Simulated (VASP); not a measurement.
# H (C2/m) in VASP: notebook

Runs on H. Level: PBEsol. Tasks: single point.

Program: VASP 6.6.1. These are calculated values, not measurements. Logs are shortened: lines on timing, memory, paths and dates and some standing lists are left out, and cuts for length are marked.

### Step 1. The cell of the first run

The structure is monoclinic, space group C2/m (No. 12). The conventional cell has a = 6.652 Å, b = 3.840 Å, c = 5.047 Å, α = 90.00°, β = 91.43°, γ = 90.00°. H (site symmetry m) has 1 H at 0.74 Å within 1.0 Å. Within 1.0 Å of H (site symmetry m) lie 1 H at 0.74 Å.

### Step 2. Single point, PBEsol (strain +0.0250 x Voigt [0, 0, 0, 1, 0, 0])

INCAR reads:

```
SYSTEM = H
  PREC = Accurate
  ENCUT = 500
  EDIFF = 1E-6
  ISMEAR = 0
  SIGMA = 0.05
  LREAL = .False.
  LASPH = .True.
  NELM = 120
  ALGO = Normal
  ISIF = 2
  LWAVE = .False.
  LCHARG = .False.
  GGA = PS
  NBANDS = 10
  GGA_COMPAT = .False.
```

KPOINTS reads:

```
regular mesh
0
Gamma
  9 9 6
  0 0 0
```

POSCAR reads:

```
H
1.0
    3.8401304226      0.0000000000      0.0000000000
   -1.9200652113      3.3256504998      0.0415706312
    0.0000000000      0.0630832694      5.0466615500
H
4
Direct
    0.3333333333      0.6666666667      0.1764958800
    0.6666666667      0.3333333333      0.6764958800
    0.6666666667      0.3333333333      0.8235041200
    0.3333333333      0.6666666667      0.3235041200
```

Potentials or basis: VASP PAW PBE potentials, release 64 (H).

Run with:

```console
cat potpaw_PBE.64/H/POTCAR > POTCAR
mpirun -np 1 vasp_std > vasp.out
```

OUTCAR:

```text
SYSTEM = H
   PREC = Accurate
   ENCUT = 500
   EDIFF = 1E-6
   ISMEAR = 0
   LREAL = .False.
   LASPH = .True.
   NELM = 120
   ISIF = 2
   GGA = PS

 ion  position               nearest neighbor table
   1  0.333  0.667  0.176-   4 0.74
   2  0.667  0.333  0.676-   3 0.74
   3  0.667  0.333  0.824-   2 0.74
   4  0.333  0.667  0.324-   1 0.74

  LATTYP: Found a base centered monoclinic cell.
 ALAT       =     6.6518206122
 B/A-ratio  =     0.5773051690
 C/A-ratio  =     0.7587480329
 COS(beta)  =    -0.0249960944

  Lattice vectors:

 A1 = (  -1.9200652113,  -3.3256504998,  -0.0415706312)
 A2 = (   1.9200652113,  -3.3256504998,  -0.0415706312)
 A3 = (   0.0000000000,   0.0630832694,   5.0466615500)

Analysis of symmetry for initial positions (statically):
=====================================================================
 Subroutine PRICEL returns:
 Original cell was already a primitive cell.

 Routine SETGRP: Setting up the symmetry group for a
 base centered monoclinic supercell.

 Subroutine GETGRP returns: Found  4 space group operations
 (whereof  4 operations were pure point group operations)
 out of a pool of  4 trial point group operations.

The static configuration has the point symmetry C_2h.

Analysis of symmetry for dynamics (positions and initial velocities):
=====================================================================
 Subroutine PRICEL returns:
 Original cell was already a primitive cell.

 Routine SETGRP: Setting up the symmetry group for a
 base centered monoclinic supercell.

 Subroutine GETGRP returns: Found  4 space group operations
 (whereof  4 operations were pure point group operations)
 out of a pool of  4 trial point group operations.

The dynamic configuration has the point symmetry C_2h.

 Subroutine INISYM returns: Found  4 space group operations
 (whereof  4 operations are pure point group operations),
 and found     1 'primitive' translations

----------------------------------------------------------------------------------------

                                     Primitive cell

  volume of cell :      64.4405

  direct lattice vectors                    reciprocal lattice vectors
     3.840130423  0.000000000  0.000000000     0.260407822  0.150370022 -0.001879625
    -1.920065211  3.325650500  0.041570631     0.000000000  0.300740043 -0.003759251
     0.000000000  0.063083269  5.046661550     0.000000000 -0.002477272  0.198181761

  length of vectors
     3.840130423  3.840355424  5.047055805     0.300710675  0.300763537  0.198197244

  position of ions in fractional coordinates (direct lattice)
     0.333333333  0.666666667  0.176495880
     0.666666667  0.333333333  0.676495880
     0.666666667  0.333333333  0.823504120
     0.333333333  0.666666667  0.323504120

  ion indices of the primitive-cell ions
   primitive index   ion index
                 1           1
                 2           2
                 3           3
                 4           4

----------------------------------------------------------------------------------------

 KPOINTS: regular mesh

Automatic generation of k-mesh.
 Grid dimensions read from file:
 generate k-points for:    9    9    6

 Generating k-lattice:

  Cartesian coordinates                     Fractional coordinates (reciprocal lattice)
     0.028934202  0.016707780 -0.000208847     0.111111111 -0.000000000  0.000000000
     0.000000000  0.033415560 -0.000417695     0.000000000  0.111111111  0.000000000
     0.000000000 -0.000412879  0.033030294     0.000000000  0.000000000  0.166666667

  Length of vectors
     0.033412297  0.033418171  0.033032874

  Shift w.r.t. Gamma in fractional coordinates (k-lattice)
     0.000000000  0.000000000  0.000000000

 Subroutine IBZKPT returns following result:
 ===========================================

 Found    140 irreducible k-points:

 Following reciprocal coordinates:
            Coordinates               Weight
  0.000000  0.000000  0.000000      1.000000
  0.111111 -0.000000  0.000000      4.000000
  0.222222 -0.000000  0.000000      4.000000
  0.333333 -0.000000  0.000000      4.000000
  0.444444 -0.000000  0.000000      4.000000
  0.000000  0.111111  0.000000      2.000000
[... 16 lines left out ...]
  0.333333  0.333333  0.000000      2.000000
  0.000000  0.444444  0.000000      2.000000
 [... further k-points ...]
   k-points           NKPTS =    140   k-points in BZ     NKDIM =    140   number of bands    NBANDS=     10
   number of dos      NEDOS =    301   number of ions     NIONS =      4
   total plane-waves  NPLWV =  31360
   dimension x,y,z NGX =    28 NGY =   28 NGZ =   40
   dimension x,y,z NGXF=    56 NGYF=   56 NGZF=   80
   ions per type =               4
   NGX,Y,Z   is equivalent  to a cutoff of  12.12, 12.12, 13.18 a.u.
   NGXF,Y,Z  is equivalent  to a cutoff of  24.24, 24.24, 26.35 a.u.
 SYSTEM =  H
   PREC   = accura    normal or accurate (medium, high low for compatibility)
   ISTART =      0    job   : 0-new  1-cont  2-samecut
   ICHARG =      2    charge: 1-file 2-atom 10-const
   ISPIN  =      1    spin polarized calculation?
   LNONCOLLINEAR =      F non collinear calculations
   LSORBIT =      F    spin-orbit coupling
   LASPH  =      T    aspherical Exc in radial PAW
   ENCUT  =  500.0 eV  36.75 Ry    6.06 a.u.   7.00  7.00  9.20*2*pi/ulx,y,z
   NELM   =    120;   NELMIN=  2; NELMDL= -5     # of ELM steps
   EDIFF  = 0.1E-05   stopping-criterion for ELM
   LREAL  =      F    real-space projection
   EDIFFG = 0.1E-04   stopping-criterion for IOM
   NSW    =      0    number of steps for IOM
   IBRION =     -1    ionic relax: 0-MD 1-quasi-New 2-CG
   NFREE  =      0    steps in history (QN), initial steepest desc. (CG)
   ISIF   =      2    stress and relaxation
   ISYM   =      2    0-nonsym 1-usesym 2-fastsym
   POTIM  = 0.5000    time-step for ionic-motion
   TEBEG  =    0.0;   TEEND  =   0.0 temperature during run
   PSTRESS=    0.0 pullay stress
   NELECT =       4.0000    total number of electrons
   NUPDOWN=      -1.0000    fix difference up-down
   EMIN   =  10.00;   EMAX   =-10.00  energy-range for DOS
   EFERMI =   0.00;   METHOD = LEGACY
   ISMEAR =     0;   SIGMA  =   0.05  broadening in eV -4-tet -1-fermi 0-gaus
   EFERMI_NEDOS =   21; number of points for ismear=-14 and -15
   IALGO  =     38    algorithm
   IMIX   =      4    mixing-type and parameters
     AMIX     =   0.40;   BMIX     =  1.00
     AMIX_MAG =   1.60;   BMIX_MAG =  1.00
  volume/ion in A,a.u.               =      16.11       108.72
  Fermi-wavevector in a.u.,A,eV,Ry     =   0.648199  1.224919  5.716655  0.420162
  Thomas-Fermi vector in A             =   1.716754
   LORBIT       =      0    0 simple, 1 ext, 2 COOP (PROOUT), +10 PAW based schemes
   GGA     = PS    functional components
   LHFCALC =     F    Hartree Fock is set to
   AEXX    =    0.0000 exact exchange contribution
   IVDW    =     0    specifies the selected vdW correction
   LEPSILON=     F    determine dielectric tensor
   LRPA    =     F    only Hartree local field effects (RPA)
 non-spin polarized calculation
 Gauss-broadening in eV      SIGMA  =   0.05
  energy-cutoff  :      500.00
  volume of cell :       64.44
 maximum number of plane-waves:      1656
   NGX = 13   NGY = 13   NGZ = 19

 number of electron       4.0000004 magnetization

 Free energy of the ion-electron system (eV)
  ---------------------------------------------------
  ext. energy  EPLUGINS =         0.00000000
  ---------------------------------------------------
  free energy    TOTEN  =       -13.04143401 eV

  energy without entropy =      -13.04143401  energy(sigma->0) =      -13.04143401

 E-fermi :  -8.5275     XC(G=0):  -4.4834

 val. band max:       -8.7617722559   @ k =   0.0000   0.0000   0.0000
 cond. band min:       0.5605998837   @ k =   0.0000   0.0000   0.0000
 fundamental gap:      9.3223721396
 Fermi energy:        -8.5274613810

 k-point     1 :       0.0000    0.0000    0.0000
  band No.  band energies     occupation
      1     -10.1841      2.00000
      2      -8.7618      2.00000
      3       0.5606      0.00000
      4       3.2158      0.00000
      5       6.2583      0.00000
      6       7.8293      0.00000
      7       8.3726      0.00000
      8       8.3746      0.00000
      9       9.7968      0.00000
     10       9.8015      0.00000

 k-point     2 :       0.1111   -0.0000    0.0000
  band No.  band energies     occupation
      1     -10.1195      2.00000
      2      -8.7668      2.00000
      3       0.7047      0.00000
      4       3.0188      0.00000
      5       5.6152      0.00000
      6       7.5291      0.00000
      7       7.7032      0.00000
      8       8.3276      0.00000
      9      10.5453      0.00000
     10      10.5671      0.00000

 k-point     3 :       0.2222   -0.0000    0.0000
  band No.  band energies     occupation
      1      -9.9399      2.00000
      2      -8.7923      2.00000
      3       1.1296      0.00000
      4       2.5163      0.00000
      5       4.6284      0.00000
      6       6.7098      0.00000
      7       6.8466      0.00000
      8       8.0570      0.00000
      9      10.7357      0.00000
     10      11.1212      0.00000

 k-point     4 :       0.3333   -0.0000    0.0000
  band No.  band energies     occupation
      1      -9.6912      2.00000
      2      -8.8600      2.00000
      3       1.8031      0.00000
      4       1.9218      0.00000
      5       3.9744      0.00000
      6       5.5847      0.00000
      7       6.2347      0.00000
      8       7.6734      0.00000
      9       9.6624      0.00000
     10      10.6863      0.00000

 k-point     5 :       0.4444   -0.0000    0.0000
  band No.  band energies     occupation
      1      -9.4673      2.00000
      2      -8.9620      2.00000
      3       1.5261      0.00000
      4       2.5748      0.00000
      5       3.6912      0.00000
      6       4.5155      0.00000
      7       5.9226      0.00000
      8       7.4143      0.00000
      9       9.0694      0.00000
     10      10.2500      0.00000

 k-point     6 :       0.0000    0.1111    0.0000
  band No.  band energies     occupation
      1     -10.1196      2.00000
      2      -8.7669      2.00000
      3       0.7046      0.00000
      4       3.0188      0.00000
      5       5.6157      0.00000
      6       7.5293      0.00000
      7       7.7010      0.00000
      8       8.3277      0.00000
      9      10.5439      0.00000
     10      10.5698      0.00000
[... 183 lines left out ...]
 k-point    21 :       0.1111    0.3333   -0.0000
  band No.  band energies     occupation
      1      -9.5334      2.00000
      2      -8.9244      2.00000
      3       1.7220      0.00000
      4       2.2962      0.00000
      5       3.7714      0.00000
      6       4.9514      0.00000
      7       5.2135      0.00000
      8       8.2574      0.00000
      9       9.1319      0.00000
     10       9.7685      0.00000

 k-point    22 :       0.2222    0.3333    0.0000
  band No.  band energies     occupation
      1      -9.3461      2.00000
      2      -9.0265      2.00000
      3       1.6969      0.00000
      4       2.9613      0.00000
      5       3.6884      0.00000
      6       4.0952      0.00000
      7       4.3832      0.00000
      8       7.4999      0.00000
      9       8.5930      0.00000
     10      10.9473      0.00000

 k-point    23 :       0.3333    0.3333    0.0000
  band No.  band energies     occupation
      1      -9.1696      2.00000
      2      -9.1686      2.00000
      3       1.7367      0.00000
      4       3.6322      0.00000
      5       3.6334      0.00000
      6       3.7448      0.00000
      7       3.7472      0.00000
      8       7.1351      0.00000
      9       8.1317      0.00000
     10      13.0736      0.00000

 k-point    24 :       0.0000    0.4444    0.0000
  band No.  band energies     occupation
      1      -9.4667      2.00000
      2      -8.9631      2.00000
      3       1.5259      0.00000
      4       2.5664      0.00000
      5       3.6984      0.00000
      6       4.5170      0.00000
      7       5.9191      0.00000
      8       7.4146      0.00000
      9       9.0806      0.00000
     10      10.3514      0.00000

 [... further k-points ...]

------------------------ aborting loop because EDIFF is reached ----------------------------------------

  FORCE on cell =-STRESS in cart. coord.  units (eV):
  Direction    XX          YY          ZZ          XY          YZ          ZX
  --------------------------------------------------------------------------------------
  -------------------------------------------------------------------------------------
  Total       -0.0686533     -0.0684763      0.8061186      0.0000000      0.0084880      0.0000000
  in kB       -1.7069203     -1.7025200     20.0424421      0.0000000      0.2110357      0.0000000
  external PRESSURE =       5.5443339 kB  Pullay stress =       0.0000000 kB

 VOLUME and BASIS-vectors are now :
 -----------------------------------------------------------------------------
  energy-cutoff  :      500.00
  volume of cell :       64.44
      direct lattice vectors                 reciprocal lattice vectors
     3.840130423  0.000000000  0.000000000     0.260407822  0.150370022 -0.001879625
    -1.920065211  3.325650500  0.041570631     0.000000000  0.300740043 -0.003759251
     0.000000000  0.063083269  5.046661550     0.000000000 -0.002477272  0.198181761

 POSITION                                       TOTAL-FORCE (eV/Angst)
 -----------------------------------------------------------------------------------
     -0.00000      2.22823      0.91843         0.000000     -0.007427     -0.606167
      1.92007      1.15123      3.42790        -0.000000     -0.007342     -0.606172
      1.92007      1.16050      4.16980         0.000000      0.007427      0.606167
     -0.00000      2.23751      1.66033         0.000000      0.007342      0.606172
 -----------------------------------------------------------------------------------
    total drift:                                0.000000     -0.000000     -0.000000

  FREE ENERGIE OF THE ION-ELECTRON SYSTEM (eV)
  ---------------------------------------------------
  free  energy   TOTEN  =       -13.0414340059 eV

  energy  without entropy=      -13.0414340059  energy(sigma->0) =      -13.04143401
```

It took 58 s on 1 thread of Intel Xeon 6455B, shared host; peak memory 0.21 GiB.

What came out:

```yaml
Free_energy: -13.0414 eV
Pressure: 0.6 GPa
Largest_force: 0.606 eV/Å
Band_gap_on_the_k_mesh: 9.32 eV
```

Forces in eV/Å, atoms in the order of the input:
```
H    0.000 -0.007 -0.606
H    0.000 -0.007 -0.606
H    0.000  0.007  0.606
H    0.000  0.007  0.606
```

Caveat: the cell differs from its parent crystal (strain +0.0250 x Voigt [0, 0, 0, 1, 0, 0]); this functional lacks dispersion, which holds the molecules together, so the pressure and a relaxed volume are unreliable; the PAW data sets were made with another functional, which shifts forces and pressure a little; an odd mesh through Γ misses points on the zone boundary, where band edges can lie.

### Step 3. Single point, PBEsol (strain +0.0125 x Voigt [0, 0, 0, 1, 0, 0])

INCAR reads:

```
SYSTEM = H
ALGO     = Normal         ! electronic algorithm
EDIFF    = 1E-6           ! SCF threshold, eV
ENCUT    = 500            ! plane-wave cutoff, eV
GGA      = PS             ! functional
GGA_COMPAT= .False.      
ISIF     = 2              ! what is computed and relaxed
ISMEAR   = 0              ! smearing method
LASPH    = .True.         ! aspherical terms in the spheres
LCHARG   = .False.        ! write CHGCAR
LREAL    = .False.        ! projectors in reciprocal space
LWAVE    = .False.        ! write WAVECAR
NBANDS   = 10             ! bands
NELM     = 120            ! most SCF steps
PREC     = Accurate       ! precision mode
SIGMA    = 0.05           ! smearing width, eV
```

KPOINTS reads:

```
k-points
0
Gamma
  9 9 6
  0 0 0
```

Edit POSCAR of step 2 so:

```diff
@@ -3,4 +3,4 @@
     3.8401304226      0.0000000000      0.0000000000
-   -1.9200652113      3.3256504998      0.0415706312
-    0.0000000000      0.0630832694      5.0466615500
+   -1.9200652113      3.3256504998      0.0207853156
+    0.0000000000      0.0315416347      5.0466615500
 H
```

Potentials or basis: VASP PAW PBE potentials, release 64 (H).

Run with:

```console
cat potpaw_PBE.64/H/POTCAR > POTCAR
mpirun -np 1 vasp_std > vasp.out
```

Wall time 55 s (1 thread of Intel Xeon 6455B, shared host); peak memory 0.21 GiB.

It converged, with:

```
Free energy            : -13.0414 eV
Pressure               : 0.6 GPa
Largest force          : 0.608 eV/Å
Band gap on the k mesh : 9.32 eV
```

Forces on the atoms (eV/Å):
```
H    0.000 -0.004 -0.608
H    0.000 -0.004 -0.608
H    0.000  0.004  0.608
H    0.000  0.004  0.608
```

Stress tensor (GPa, compression positive):
```
-0.17  0.00  0.00
 0.00 -0.17  0.01
 0.00  0.01  2.01
```

Levels at points of the mesh, in eV from the valence-band top:
```csv
k point,band 1,band 2,band 3,band 4,band 5,band 6
"(0.00, 0.00, 0.00)",-1.42,0.00,9.32,11.98,15.02,16.60
"(0.00, 0.00, 0.50)",-0.78,-0.78,10.38,10.38,17.17,17.17
```

Caveat: the cell differs from its parent crystal (strain +0.0125 x Voigt [0, 0, 0, 1, 0, 0]); this functional lacks dispersion, which holds the molecules together, so the pressure and a relaxed volume are unreliable; the PAW data sets were made with another functional, which shifts forces and pressure a little; an odd mesh through Γ misses points on the zone boundary, where band edges can lie.
